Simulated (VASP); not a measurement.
# TiAl3 (Pmm2) in VASP: a series of runs

TiAl3 is run at these levels: LDA, PBEsol, r2SCAN; tasks: single point.

Everything below comes from runs of VASP 6.6.1. Logs are shortened: lines on timing, memory, paths and dates and some standing lists are left out, and cuts for length are marked.

### Step 1. The cell of the first run

The structure is orthorhombic, space group Pmm2 (No. 25). Conventional cell: a = 2.840 Å, b = 4.681 Å, c = 4.901 Å, α = 90.00°, β = 90.00°, γ = 90.00°. Ti (site symmetry mm2) has 10 Al at 2.83 to 2.85 Å and 2 Ti at 2.84 Å within 3.7 Å. Within 3.7 Å of Al (site symmetry mm2) lie 10 Al at 2.81 to 2.86 Å and 2 Ti at 2.85 Å. Within 3.7 Å of Al (site symmetry mm2) lie 8 Al at 2.81 to 2.86 Å and 4 Ti at 2.85 Å. Within 3.7 Å of Al (site symmetry mm2) lie 4 Ti at 2.83 to 2.84 Å and 8 Al at 2.84 to 2.86 Å.

### Step 2. Single point, LDA

File INCAR:

```
SYSTEM = TiAl3
ALGO = Normal
EDIFF = 1E-6
ENCUT = 520
ISIF = 2
ISMEAR = -1
LASPH = .TRUE.
LCHARG = .FALSE.
LREAL = .FALSE.
LWAVE = .FALSE.
NBANDS = 18
NELM = 80
PREC = Accurate
SIGMA = 0.05
```

File KPOINTS:

```
k-points
0
G
  5 3 3
  0 0 0
```

File POSCAR:

```
TiAl3
1.0
    2.8396770000      0.0000000000      0.0000000000
    0.0000000000      4.6812640000      0.0000000000
    0.0000000000      0.0000000000      4.9007420000
Ti Al
1 3
Direct
    0.0000000000      0.5000000000      0.1659160000
    0.0000000000      0.0000000000      0.8359000000
    0.5000000000      0.0000000000      0.3309120000
    0.5000000000      0.5000000000      0.6672710000
```

Potentials or basis: VASP PAW LDA potentials, release 64 (Ti_sv, Al).

On the command line:

```console
$ cat potpaw_LDA.64/Ti_sv/POTCAR potpaw_LDA.64/Al/POTCAR > POTCAR
$ mpirun -np 1 vasp_std > vasp.out
```

OUTCAR:

```text
SYSTEM = TiAl3
   EDIFF = 1E-6
   ENCUT = 520
   ISIF = 2
   ISMEAR = -1
   LASPH = .TRUE.
   LREAL = .FALSE.
   NELM = 80
   PREC = Accurate

 ion  position               nearest neighbor table
   1  0.000  0.500  0.166-   4 2.83   4 2.83   4 2.84   4 2.84   2 2.85   2 2.85   3 2.85   3 2.85
                             3 2.85   3 2.85
   2  0.000  0.000  0.836-   3 2.81   3 2.81   1 2.85   1 2.85   3 2.85   3 2.85   4 2.86   4 2.86
                             4 2.86   4 2.86
   3  0.500  0.000  0.331-   2 2.81   2 2.81   2 2.85   2 2.85   1 2.85   1 2.85   1 2.85   1 2.85
                             4 2.86   4 2.86
   4  0.500  0.500  0.667-   1 2.83   1 2.83   1 2.84   1 2.84   2 2.86   2 2.86   2 2.86   2 2.86
                             3 2.86   3 2.86

  LATTYP: Found a simple orthorhombic cell.
 ALAT       =     2.8396770000
 B/A-ratio  =     1.6485198845
 C/A-ratio  =     1.7258096607

  Lattice vectors:

 A1 = (   2.8396770000,   0.0000000000,   0.0000000000)
 A2 = (   0.0000000000,   4.6812640000,   0.0000000000)
 A3 = (   0.0000000000,   0.0000000000,   4.9007420000)

Analysis of symmetry for initial positions (statically):
=====================================================================
 Subroutine PRICEL returns:
 Original cell was already a primitive cell.

 Routine SETGRP: Setting up the symmetry group for a
 simple orthorhombic supercell.

 Subroutine GETGRP returns: Found  4 space group operations
 (whereof  4 operations were pure point group operations)
 out of a pool of  8 trial point group operations.

The static configuration has the point symmetry C_2v.

Analysis of symmetry for dynamics (positions and initial velocities):
=====================================================================
 Subroutine PRICEL returns:
 Original cell was already a primitive cell.

 Routine SETGRP: Setting up the symmetry group for a
 simple orthorhombic supercell.

 Subroutine GETGRP returns: Found  4 space group operations
 (whereof  4 operations were pure point group operations)
 out of a pool of  8 trial point group operations.

The dynamic configuration has the point symmetry C_2v.

 Subroutine INISYM returns: Found  4 space group operations
 (whereof  4 operations are pure point group operations),
 and found     1 'primitive' translations

----------------------------------------------------------------------------------------

                                     Primitive cell

[... 81 lines left out ...]
   EDIFF  = 0.1E-05   stopping-criterion for ELM
   LREAL  =      F    real-space projection
   EDIFFG = 0.1E-04   stopping-criterion for IOM
   NSW    =      0    number of steps for IOM
   IBRION =     -1    ionic relax: 0-MD 1-quasi-New 2-CG
   NFREE  =      0    steps in history (QN), initial steepest desc. (CG)
   ISIF   =      2    stress and relaxation
   ISYM   =      2    0-nonsym 1-usesym 2-fastsym
   POTIM  = 0.5000    time-step for ionic-motion
   TEBEG  =    0.0;   TEEND  =   0.0 temperature during run
   PSTRESS=    0.0 pullay stress
   NELECT =      21.0000    total number of electrons
   NUPDOWN=      -1.0000    fix difference up-down
   EMIN   =  10.00;   EMAX   =-10.00  energy-range for DOS
   EFERMI =   0.00;   METHOD = LEGACY
   ISMEAR =    -1;   SIGMA  =   0.05  broadening in eV -4-tet -1-fermi 0-gaus
   EFERMI_NEDOS =   21; number of points for ismear=-14 and -15
   IALGO  =     38    algorithm
   IMIX   =      4    mixing-type and parameters
     AMIX     =   0.40;   BMIX     =  1.00
     AMIX_MAG =   1.60;   BMIX_MAG =  1.00
  volume/ion in A,a.u.               =      16.29       109.91
  Fermi-wavevector in a.u.,A,eV,Ry     =   1.122492  2.121202 17.143184  1.259988
  Thomas-Fermi vector in A             =   2.259152
   LORBIT       =      0    0 simple, 1 ext, 2 COOP (PROOUT), +10 PAW based schemes
   GGA     = CA    functional components
   LHFCALC =     F    Hartree Fock is set to
   AEXX    =    0.0000 exact exchange contribution
   IVDW    =     0    specifies the selected vdW correction
   LEPSILON=     F    determine dielectric tensor
   LRPA    =     F    only Hartree local field effects (RPA)
 non-spin polarized calculation
  energy-cutoff  :      520.00
  volume of cell :       65.15
 maximum number of plane-waves:      1766
 NGX is ok and might be reduce to    24
   NGX = 11   NGY = 17   NGZ = 19

 number of electron      21.0000004 magnetization

 Free energy of the ion-electron system (eV)
  ---------------------------------------------------
  ext. energy  EPLUGINS =         0.00000000
  ---------------------------------------------------
  free energy    TOTEN  =       -22.12894253 eV

  energy without entropy =      -22.11275763  energy(sigma->0) =      -22.12085008

 E-fermi :   7.8541     XC(G=0): -10.8189

 val. band max:        7.7281255473   @ k =   0.2000   0.3333   0.0000
 cond. band min:       7.9213553419   @ k =   0.2000   0.3333   0.3333
 fundamental gap:      0.1932297946
 Fermi energy:         7.8541410346

 k-point     1 :       0.0000    0.0000    0.0000
  band No.  band energies     occupation
      1     -47.9488      2.00000
      2     -24.6516      2.00000
      3     -24.6473      2.00000
      4     -24.3127      2.00000
      5      -2.2562      2.00000
      6       2.7928      2.00000
[... 229 lines left out ...]
      5       1.8141      2.00000
      6       3.5307      2.00000
[... 10 lines left out ...]
     17      12.4024      0.00000
     18      13.1919      0.00000

------------------------ aborting loop because EDIFF is reached ----------------------------------------

  FORCE on cell =-STRESS in cart. coord.  units (eV):
  Direction    XX          YY          ZZ          XY          YZ          ZX
  --------------------------------------------------------------------------------------
  -------------------------------------------------------------------------------------
  Total       -2.3006306     -1.8233145     -1.9599797      0.0000000      0.0000000      0.0000000
  in kB      -56.5800808    -44.8413061    -48.2023519      0.0000000      0.0000000      0.0000000
  external PRESSURE =     -49.8745796 kB  Pullay stress =       0.0000000 kB

 VOLUME and BASIS-vectors are now :
 -----------------------------------------------------------------------------
  energy-cutoff  :      520.00
  volume of cell :       65.15
      direct lattice vectors                 reciprocal lattice vectors
     2.839677000  0.000000000  0.000000000     0.352152727  0.000000000  0.000000000
     0.000000000  4.681264000  0.000000000     0.000000000  0.213617519  0.000000000
     0.000000000  0.000000000  4.900742000     0.000000000  0.000000000  0.204050734

 POSITION                                       TOTAL-FORCE (eV/Angst)
 -----------------------------------------------------------------------------------
      0.00000      2.34063      0.81311         0.000000      0.000000     -0.065246
      0.00000      0.00000      4.09653         0.000000      0.000000      0.212408
      1.41984      0.00000      1.62171         0.000000      0.000000     -0.199246
      1.41984      2.34063      3.27012         0.000000      0.000000      0.052084
 -----------------------------------------------------------------------------------
    total drift:                               -0.000000      0.000000      0.000205

  FREE ENERGIE OF THE ION-ELECTRON SYSTEM (eV)
  ---------------------------------------------------
  free  energy   TOTEN  =       -22.1289425266 eV

  energy  without entropy=      -22.1127576311  energy(sigma->0) =      -22.12085008
```

OSZICAR:

```text
N       E                     dE             d eps       ncg     rms          rms(c)
DAV:   1     0.132199337332E+03    0.13220E+03   -0.95606E+03   432   0.109E+03
DAV:   2    -0.105537154618E+02   -0.14275E+03   -0.13968E+03   436   0.292E+02
DAV:   3    -0.233108405723E+02   -0.12757E+02   -0.12520E+02   750   0.723E+01
DAV:   4    -0.238632743342E+02   -0.55243E+00   -0.55135E+00   516   0.140E+01
DAV:   5    -0.238888808828E+02   -0.25607E-01   -0.25600E-01   650   0.276E+00    0.992E+00
DAV:   6    -0.233434243699E+02    0.54546E+00   -0.24853E+01   556   0.323E+01    0.769E+00
DAV:   7    -0.222272654471E+02    0.11162E+01   -0.93348E+00   538   0.200E+01    0.286E+00
DAV:   8    -0.221465807920E+02    0.80685E-01   -0.81695E-01   524   0.662E+00    0.108E+00
DAV:   9    -0.221293632691E+02    0.17218E-01   -0.15292E-01   528   0.295E+00    0.281E-01
DAV:  10    -0.221292020039E+02    0.16127E-03   -0.36386E-03   488   0.456E-01    0.154E-01
DAV:  11    -0.221289692007E+02    0.23280E-03   -0.31521E-03   614   0.360E-01    0.932E-02
DAV:  12    -0.221289439781E+02    0.25223E-04   -0.36151E-04   528   0.150E-01    0.129E-02
DAV:  13    -0.221289431537E+02    0.82436E-06   -0.20505E-05   534   0.362E-02    0.955E-03
DAV:  14    -0.221289425266E+02    0.62712E-06   -0.21521E-06   342   0.108E-02
   1 F= -.22128943E+02 E0= -.22120850E+02  d E =-.161849E-01
```

stdout:

```text
POSCAR found type information on POSCAR TiAl
 POSCAR found :  2 types and       4 ions
 scaLAPACK will be used
 LDA part: xc-table for (Slater(with rela. corr.)+CA(PZ))
 , standard interpolation
 POSCAR, INCAR and KPOINTS ok, starting setup
 FFT: planning ... GRIDC
 FFT: planning ... GRID_SOFT
 FFT: planning ... GRID
 WAVECAR not read
 entering main loop
```

Run time: 7.3 s. Hardware: 1 thread of Intel Xeon 6975P-C, shared host; peak memory 0.15 GiB.

Results:

```yaml
Free_energy: -22.1289 eV
Pressure: -5.0 GPa
Largest_force: 0.212 eV/Å
```

Forces in eV/Å, atoms in the order of the input:
```
Ti   0.000  0.000 -0.065
Al   0.000  0.000  0.212
Al   0.000  0.000 -0.199
Al   0.000  0.000  0.052
```

Levels at points of the mesh, in eV from the Fermi level:
```csv
k point,band 9,band 10,band 11,band 12,band 13,band 14
"(0.00, 0.00, 0.00)",-2.65,-0.77,-0.39,2.29,2.36,2.69
```

Caveat: the k points lie up to 0.45 Å⁻¹ apart.

### Step 3. Single point, PBEsol

Edit INCAR of step 2 so:

```diff
@@ -4,2 +4,3 @@
 ENCUT = 520
+GGA = PS
 ISIF = 2
@@ -11,3 +12,3 @@
 NBANDS = 18
-NELM = 80
+NELM = 60
 PREC = Accurate
```

KPOINTS is that of step 2.

POSCAR is that of step 2.

Potentials or basis: VASP PAW PBE potentials, release 64 (Ti_sv, Al).

On the command line:

```console
$ cat potpaw_PBE.64/Ti_sv/POTCAR potpaw_PBE.64/Al/POTCAR > POTCAR
$ mpirun -np 1 vasp_std > vasp.out
```

Wall time 9 s (1 thread of Intel Xeon 6975P-C, shared host); peak memory 0.17 GiB.

It converged, with:

| Quantity | Value |
| --- | --- |
| Free energy | -21.6298 eV |
| Pressure | -2.4 GPa |
| Largest force | 0.164 eV/Å |

Forces in eV/Å, atoms in the order of the input:
```
Ti   0.000  0.000 -0.053
Al   0.000  0.000  0.164
Al   0.000  0.000 -0.158
Al   0.000  0.000  0.047
```

Stress tensor (GPa, compression positive):
```
-3.13  0.00  0.00
 0.00 -1.90  0.00
 0.00  0.00 -2.06
```

Levels at points of the mesh, in eV from the Fermi level:
| k point | band 9 | band 10 | band 11 | band 12 | band 13 | band 14 |
| --- | --- | --- | --- | --- | --- | --- |
| (0.00, 0.00, 0.00) | -2.67 | -0.76 | -0.38 | 2.34 | 2.41 | 2.71 |

Caveat: the k points lie up to 0.45 Å⁻¹ apart; the PAW data sets were made with another functional, which shifts forces and pressure a little.

### Step 4. Single point, r2SCAN

POSCAR is that of step 3.

File INCAR.step1:

```
ALGO     = Normal         # electronic algorithm
EDIFF    = 1E-4           # SCF threshold, eV
ENCUT    = 520            # plane-wave cutoff, eV
GGA      = PE             # functional
ISMEAR   = -1             # smearing method
LASPH    = True           # aspherical terms in the spheres
LCHARG   = False          # write CHGCAR
LREAL    = False          # projectors in reciprocal space
LWAVE    = True           # write WAVECAR
NBANDS   = 18             # bands
NELM     = 60             # most SCF steps
PREC     = Accurate       # precision mode
SIGMA    = 0.05           # smearing width, eV
```

File INCAR.step2:

```
ALGO     = Normal         # electronic algorithm
EDIFF    = 1E-7           # SCF threshold, eV
ENCUT    = 520            # plane-wave cutoff, eV
ISIF     = 2              # what is computed and relaxed
ISMEAR   = -1             # smearing method
ISTART   = 1            
LASPH    = True           # aspherical terms in the spheres
LCHARG   = True           # write CHGCAR
LELF     = True           # ELF
LMIXTAU  = True         
LREAL    = False          # projectors in reciprocal space
LVHAR    = True         
LWAVE    = False          # write WAVECAR
METAGGA  = R2SCAN         # meta-GGA
NBANDS   = 18             # bands
NELM     = 60             # most SCF steps
PREC     = Accurate       # precision mode
SIGMA    = 0.05           # smearing width, eV
```

File KPOINTS:

```
k-points
0
Gamma
  5 3 3
```

On the command line:

```console
$ cat potpaw_PBE.64/Ti_sv/POTCAR potpaw_PBE.64/Al/POTCAR > POTCAR
$ cp INCAR.step1 INCAR
$ mpirun -np 1 vasp_std > vasp.out
$ cp INCAR.step2 INCAR
$ mpirun -np 1 vasp_std > vasp.out
```

Wall time 43 s (1 thread of Intel Xeon 6975P-C, shared host); peak memory 0.18 GiB.

It converged, with:

```
Free energy   : -34.2557 eV
Pressure      : -2.2 GPa
Largest force : 0.092 eV/Å
```

Forces on the atoms (eV/Å):
```
Ti   0.000  0.000 -0.032
Al   0.000  0.000  0.080
Al   0.000  0.000 -0.092
Al   0.000  0.000  0.043
```

Stress tensor (GPa, compression positive):
```
-3.47  0.00  0.00
 0.00 -1.53  0.00
 0.00  0.00 -1.59
```

Levels at points of the mesh, in eV from the Fermi level:
```
           k point  band 7  band 8  band 9  band 10  band 11  band 12  band 13  band 14  band 15  band 16
(0.00, 0.00, 0.00)   -4.09   -3.82   -2.77    -0.74    -0.40     2.62     2.69     2.88     2.91     3.34
```

Caveat: the k points lie up to 0.45 Å⁻¹ apart; the PAW data sets were made with another functional, which shifts forces and pressure a little.

[end of part 1 of 2]
